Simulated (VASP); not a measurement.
Runs of VASP 6.6.1 on WS2. The structure is that of space group R3m (No. 160), or close to it. The cells are those of the table. 

```tsv
cell	gap on the mesh (eV)	pressure (GPa)	largest force (eV/Å)
a = 6.540 Å, angles 28.3°, 3 atoms	(a)	-2.0	0.15
a = 6.702 Å, angles 26.3°, 3 atoms	1.32	8.1	0.28
a = 6.426 Å, angles 27.5°, 3 atoms	(c)	18.5	1.92
a = 6.717 Å, angles 27.1°, 3 atoms	1.22	-2.4	0.44
a = 6.449 Å, angles 28.7°, 3 atoms	(b)	0.6	0.64
```

Alike in all rows: task single point; level PBEsol; potentials or basis VASP PAW PBE potentials, release 64 (W_sv, S); no spin polarisation; k mesh 12 × 12 × 12; cutoff (eV) 520; smearing gaussian 0.05 eV.

Task: Fill in the values left out.

Result: (a) 0.97; (b) 0.75; (c) 1.10.

Caveats: the PAW data sets were made with another functional, which shifts forces and pressure a little; spin-orbit coupling is left out, which moves the levels of the heavy elements; the cell stands under pressure (at least some runs).

A k mesh can miss the band edges, and the runs leave out spin-orbit coupling on W.
